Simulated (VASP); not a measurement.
# Mg4Br (P4/mmm) in VASP: a series of runs, part 2 of 2

VASP 6.6.1. Earlier steps stand in the parts before.

## Step 4: Relaxation of cell and atoms, PBE

The input, INCAR:

```
  PREC = Accurate
  ENCUT = 600
  EDIFF = 1E-6
  ISMEAR = 0
  SIGMA = 0.1
  LREAL = False
  LASPH = True
  NELM = 60
  ALGO = Normal
  ISIF = 3
  LWAVE = False
  LCHARG = False
  GGA = PE
  IBRION = 2
  NSW = 90
  EDIFFG = -0.04
```

The input, KPOINTS:

```
regular mesh
0
Gamma
  4 4 6
```

The input, POSCAR:

```
Mg4Br
1.0
    4.2542784400      0.0000000000      0.0000000000
    0.0000000000      4.2542784400      0.0000000000
    0.0000000000      0.0000000000      3.4968921800
Mg Br
4 1
Direct
    0.8154992100      0.0000000000      0.5000000000
    0.1845007900      0.0000000000      0.5000000000
    0.0000000000      0.8154992100      0.5000000000
    0.0000000000      0.1845007900      0.5000000000
    0.5000000000      0.5000000000      0.5000000000
```

Potentials or basis: VASP PAW PBE potentials, release 64 (Mg, Br).

Command:

```console
cat potpaw_PBE.64/Mg/POTCAR potpaw_PBE.64/Br/POTCAR > POTCAR
mpirun -np 1 vasp_std > vasp.out
```

OUTCAR:

```text
PREC = Accurate
   ENCUT = 600
   EDIFF = 1E-6
   ISMEAR = 0
   LREAL = False
   LASPH = True
   NELM = 60
   ISIF = 3
   GGA = PE
   IBRION = 2
   NSW = 90
   EDIFFG = -0.04

 ion  position               nearest neighbor table
   1  0.815  0.000  0.500-   3 1.11   4 1.11   2 1.57   5 2.52   5 2.52   2 2.68   3 3.56   4 3.56
                             3 3.56   4 3.56
   2  0.185  0.000  0.500-   3 1.11   4 1.11   1 1.57   5 2.52   5 2.52   1 2.68   3 3.56   3 3.56
                             4 3.56   4 3.56
   3  0.000  0.815  0.500-   1 1.11   2 1.11   4 1.57   5 2.52   5 2.52   4 2.68   2 3.56   1 3.56
                             2 3.56   1 3.56
   4  0.000  0.185  0.500-   1 1.11   2 1.11   3 1.57   5 2.52   5 2.52   3 2.68   1 3.56   1 3.56
                             2 3.56   2 3.56
   5  0.500  0.500  0.500-   1 2.52   2 2.52   3 2.52   4 2.52   1 2.52   2 2.52   3 2.52   4 2.52

 -----------------------------------------------------------------------------
[... 1000 lines left out ...]
      7      -0.3356      1.99745
      8      -0.0471      0.28829
      9      -0.0471      0.28829
     10       0.0316      0.02967
     11       2.0044      0.00000

[... ionic steps 4 to 18 ...]

--------------------------------------- Ionic step       19  -------------------------------------------

 number of electron      14.9999988 magnetization

------------------------ aborting loop because EDIFF is reached ----------------------------------------
[... 73 lines left out ...]
--------------------------------------- Ionic step       21  -------------------------------------------

 number of electron      14.9999986 magnetization

 Free energy of the ion-electron system (eV)
  ---------------------------------------------------
  ext. energy  EPLUGINS =         0.00000000
  ---------------------------------------------------
  free energy    TOTEN  =        -6.39720049 eV

  energy without entropy =       -6.38945661  energy(sigma->0) =       -6.39332855

 E-fermi :   1.2319     XC(G=0):  -7.7001

 val. band max:        1.2127699848   @ k =   0.5000   0.0000   0.5000
 cond. band min:       1.2377765715   @ k =   0.5000   0.5000   0.1667
 fundamental gap:      0.0250065866
 Fermi energy:         1.2319270137
[... 366 lines left out ...]
  FREE ENERGIE OF THE ION-ELECTRON SYSTEM (eV)
  ---------------------------------------------------
  free  energy   TOTEN  =        -6.3972004853 eV

  energy  without entropy=       -6.3894566053  energy(sigma->0) =       -6.39332855

 reached required accuracy - stopping structural energy minimisation
```

It took 8.9 min on 1 thread of AMD EPYC 7R13, shared host; peak memory 0.17 GiB.

What came out:

```yaml
Free_energy: -6.3972 eV
Relaxed_volume: 30.47 Å³/atom
Relaxed_cell: a = 7.097 Å, b = 7.097 Å, c = 3.025 Å, α = 90.00°, β = 90.00°, γ = 90.00°
Space_group_after_relaxing_to_0.05_Å: P4/mmm (No. 123)
Energy_gained_by_relaxing: 16550.8 meV/atom
Ionic_steps: 21
Pressure_after_relaxing: -0.1 GPa
Largest_force_after_relaxing: 0.028 eV/Å
```

Forces on the atoms (eV/Å):
```
Mg   0.028  0.000  0.000
Mg  -0.028  0.000  0.000
Mg   0.000  0.028  0.000
Mg   0.000 -0.028  0.000
Br   0.000  0.000  0.000
```

The path:
| step | energy change (eV) | largest force (eV/Å) | pressure (GPa) | volume (Å³) |
| --- | --- | --- | --- | --- |
| 1 | 0.0000 | 47.2361 | 153.97 | 63.29 |
| 2 | -81.5670 | 0.3170 | -2.96 | 226.66 |
| 3 | -81.6865 | 0.2510 | -3.03 | 222.86 |
| 4 | -81.8072 | 0.1603 | -3.04 | 218.66 |
| 5 | -79.0058 | 6.0185 | 3.64 | 176.36 |
| 6 | -81.9184 | 0.1502 | -2.92 | 213.35 |
| 7 | -81.9702 | 1.0051 | -1.67 | 194.39 |
| 8 | -82.0928 | 0.3323 | -2.45 | 201.93 |
| 9 | -82.0705 | 0.6061 | -2.12 | 198.35 |
| 10 | -82.3039 | 0.5437 | -1.66 | 183.73 |
| 11 | -82.5491 | 0.3039 | -0.13 | 158.07 |
| 12 | -82.5525 | 0.1950 | 0.54 | 152.26 |
| 13 | -82.5546 | 0.2362 | 0.30 | 154.29 |
| 14 | -82.6369 | 0.0142 | 0.24 | 152.10 |
| 15 | -82.7234 | 0.2149 | 0.34 | 148.54 |
| 16 | -82.1697 | 0.5421 | 3.78 | 140.44 |
| 17 | -82.7264 | 0.2658 | 0.48 | 147.97 |
| 18 | -82.7417 | 0.0722 | 0.18 | 150.92 |
| 19 | -82.7470 | 0.1321 | 0.26 | 149.92 |
| 20 | -82.7539 | 0.0419 | -0.04 | 152.01 |
| 21 | -82.7539 | 0.0282 | -0.13 | 152.33 |

Final structure:
```yaml
crystal:
  lattice:
    - [7.09686, 0.00000, 0.00000]
    - [0.00000, 7.09686, 0.00000]
    - [0.00000, 0.00000, 3.02459]
  atoms:
    - { symbol: Mg, position: [0.29530, 0.00000, 0.50000] }
    - { symbol: Mg, position: [0.70469, 0.00000, 0.50000] }
    - { symbol: Mg, position: [0.00000, 0.29530, 0.50000] }
    - { symbol: Mg, position: [0.00000, 0.70469, 0.50000] }
    - { symbol: Br, position: [0.50000, 0.50000, 0.50000] }
```

Caveat: the k points lie up to 0.35 Å⁻¹ apart in the final cell; the volume moved by over 15 % at a fixed basis, so the end points are rough; an odd number of electrons without spin polarisation forces a metal; a magnetic or distorted state may lie lower.

## Step 5: Single point, PBE

This run uses another cell than the first one, of 30.66 Å³/atom, 2.422 times its volume.

The input, INCAR:

```
SYSTEM = Mg4Br
  PREC = Accurate
  ENCUT = 520
  EDIFF = 1E-7
  ISMEAR = 0
  SIGMA = 0.1
  LREAL = .FALSE.
  LASPH = .TRUE.
  NELM = 80
  ALGO = Normal
  ISIF = 2
  LWAVE = .FALSE.
  LCHARG = .FALSE.
  GGA = PE
  NBANDS = 16
```

The input, KPOINTS:

```
Automatic mesh
0
G
  6 6 12
  0 0 0
```

The input, POSCAR:

```
Mg4Br
1.0
    7.0543381437      0.0000000000      0.0000000000
    0.0000000000      7.0543381437      0.0000000000
    0.0000000000      0.0000000000      3.0808893527
Mg Br
4 1
Direct
    0.7017582171      0.0000000000      0.5000000000
    0.2982417829      0.0000000000      0.5000000000
    0.0000000000      0.7017582171      0.5000000000
    0.0000000000      0.2982417829      0.5000000000
    0.5000000000      0.5000000000      0.5000000000
```

Command:

```console
cat potpaw_PBE.64/Mg/POTCAR potpaw_PBE.64/Br/POTCAR > POTCAR
mpirun -np 1 vasp_std > vasp.out
```

Run time: 3.8 min. Hardware: 1 thread of AMD EPYC 7R13, shared host; peak memory 0.32 GiB.

Results (log left out):

```
Free energy   : -6.3203 eV
Pressure      : -0.1 GPa
Largest force : 0.006 eV/Å
```

Forces in eV/Å, atoms in the order of the input:
```
Mg   0.006  0.000  0.000
Mg  -0.006  0.000  0.000
Mg   0.000  0.006  0.000
Mg   0.000 -0.006  0.000
Br   0.000  0.000  0.000
```

Levels at points of the mesh, in eV from the Fermi level:
```csv
k point,band 3,band 4,band 5,band 6,band 7,band 8,band 9,band 10,band 11,band 12
"(0.00, 0.00, 0.00)",-3.66,-3.66,-3.04,-1.73,-1.73,-1.20,0.42,0.58,3.33,3.33
"(0.50, 0.00, 0.00)",-4.08,-3.48,-3.08,-2.25,-1.62,0.38,0.42,1.06,2.32,2.72
"(0.50, 0.50, 0.00)",-4.65,-4.63,-2.23,-2.23,-0.51,0.42,0.86,0.86,1.52,2.35
"(0.00, 0.00, 0.50)",-2.22,-2.22,-1.73,-1.26,0.69,0.80,1.35,1.35,1.80,1.80
"(0.50, 0.00, 0.50)",-2.56,-2.20,-1.10,-0.89,-0.32,-0.11,1.48,1.55,1.63,1.80
"(0.50, 0.50, 0.50)",-2.43,-2.43,-1.04,-0.56,-0.25,-0.25,0.42,0.42,2.58,3.80
```

Caveat: an odd number of electrons without spin polarisation forces a metal; a magnetic or distorted state may lie lower.

## Step 6: Relaxation of cell and atoms, PBE

This run uses another cell than the first one, of 30.47 Å³/atom, 2.407 times its volume.

The input, INCAR:

```
SYSTEM = Mg4Br
PREC = Accurate
ENCUT = 600
EDIFF = 1E-6
ISMEAR = 0
SIGMA = 0.1
LREAL = .False.
LASPH = .True.
NELM = 80
ALGO = Normal
ISIF = 3
LWAVE = .False.
LCHARG = .False.
GGA = PE
IBRION = 2
NSW = 100
EDIFFG = -0.01
```

The input, KPOINTS:

```
Automatic mesh
0
Gamma
  6 6 12
  0 0 0
```

The input, POSCAR:

```
Mg4Br
1.0
    7.0975175673      0.0000000000      0.0000000000
    0.0000000000      7.0975175673      0.0000000000
    0.0000000000      0.0000000000      3.0238568476
Mg Br
4 1
Direct
    0.7041499959      0.0000000000      0.5000000000
    0.2958500041      0.0000000000      0.5000000000
    0.0000000000      0.7041499959      0.5000000000
    0.0000000000      0.2958500041      0.5000000000
    0.5000000000      0.5000000000      0.5000000000
```

Potentials or basis: VASP PAW PBE potentials, release 64 (Mg, Br).

Command:

```console
cat potpaw_PBE.64/Mg/POTCAR potpaw_PBE.64/Br/POTCAR > POTCAR
mpirun -np 1 vasp_std > vasp.out
```

Run time: 13 min. Hardware: 1 thread of AMD EPYC 7R13, shared host; peak memory 0.39 GiB.

It converged, with:

- Free energy: -6.3205 eV
- Relaxed volume: 30.54 Å³/atom
- Relaxed cell: a = 7.045 Å, b = 7.045 Å, c = 3.077 Å, α = 90.00°, β = 90.00°, γ = 90.00°
- Space group after relaxing (to 0.05 Å): P4/mmm (No. 123)
- Energy gained by relaxing: 1.3 meV/atom
- Ionic steps: 10
- Pressure after relaxing: 0.0 GPa
- Largest force after relaxing: 0.005 eV/Å

Forces on the atoms (eV/Å):
```
Mg  -0.005  0.000  0.000
Mg   0.005  0.000  0.000
Mg   0.000 -0.005  0.000
Mg   0.000  0.005  0.000
Br   0.000  0.000  0.000
```

Step by step:
| step | energy change (eV) | largest force (eV/Å) | pressure (GPa) | volume (Å³) |
| --- | --- | --- | --- | --- |
| 1 | 0.0000 | 0.1226 | 0.12 | 152.33 |
| 2 | -0.0030 | 0.0798 | 0.01 | 152.82 |
| 3 | -0.0053 | 0.0043 | -0.10 | 153.67 |
| 4 | -0.0053 | 0.0014 | -0.10 | 153.74 |
| 5 | -0.0059 | 0.0099 | -0.04 | 153.23 |
| 6 | -0.0061 | 0.0172 | 0.01 | 152.79 |
| 7 | -0.0060 | 0.0329 | 0.12 | 151.92 |
| 8 | -0.0062 | 0.0222 | 0.04 | 152.51 |
| 9 | -0.0065 | 0.0125 | 0.03 | 152.58 |
| 10 | -0.0067 | 0.0051 | 0.03 | 152.72 |

Final structure:
```
CELL_PARAMETERS angstrom
7.04487 0.00000 0.00000
0.00000 7.04487 0.00000
0.00000 0.00000 3.07707
ATOMIC_POSITIONS crystal
Mg 0.70198 0.00000 0.50000
Mg 0.29802 0.00000 0.50000
Mg 0.00000 0.70198 0.50000
Mg 0.00000 0.29802 0.50000
Br 0.50000 0.50000 0.50000
```

Levels at points of the mesh, in eV from the Fermi level:
```tsv
k point	band 4	band 5	band 6	band 7	band 8	band 9	band 10	band 11
(0.00, 0.00, 0.00)	-3.68	-3.04	-1.74	-1.74	-1.20	0.43	0.58	3.34
(0.50, 0.00, 0.00)	-3.50	-3.10	-2.26	-1.62	0.38	0.43	1.06	2.33
(0.50, 0.50, 0.00)	-4.65	-2.24	-2.24	-0.51	0.43	0.86	0.86	1.53
(0.00, 0.00, 0.50)	-2.23	-1.73	-1.27	0.70	0.81	1.35	1.35	1.81
(0.50, 0.00, 0.50)	-2.21	-1.11	-0.90	-0.31	-0.11	1.48	1.56	1.65
(0.50, 0.50, 0.50)	-2.44	-1.04	-0.56	-0.25	-0.25	0.43	0.43	2.59
```

Caveat: an odd number of electrons without spin polarisation forces a metal; a magnetic or distorted state may lie lower.

## Step 7: Overview

```tsv
task	cell	k mesh	cutoff (eV)	gap on the mesh (eV)	pressure (GPa)	relaxed volume (Å³/atom)	largest force (eV/Å)
single point	a = 4.254, b = 4.254, c = 3.497 Å, 5 atoms	4 × 4 × 6	520	none	154.0	-	47.25
single point	a = 7.098, b = 7.098, c = 3.024 Å, 5 atoms	4 × 4 × 6	520	none	0.0	-	-
relaxation of cell and atoms	relaxed from a = 4.254, b = 4.254, c = 3.497 Å, 5 atoms	4 × 4 × 6	600	none	-0.1	30.47	0.03
single point	a = 7.054, b = 7.054, c = 3.081 Å, 5 atoms	6 × 6 × 12	520	none	-0.1	-	0.01
relaxation of cell and atoms	relaxed from a = 7.098, b = 7.098, c = 3.024 Å, 5 atoms	6 × 6 × 12	600	none	0.0	30.54	0.01
```

Alike in all rows: level PBE; potentials or basis VASP PAW PBE potentials, release 64 (Mg, Br); no spin polarisation; smearing gaussian 0.1 eV.

Caveats: some runs use coarse meshes; an odd number of electrons without spin polarisation forces a metal; a magnetic or distorted state may lie lower; the volume moved by over 15 % at a fixed basis, so the end points are rough (some runs).

Absolute energies hang on the potentials; compare differences alone.
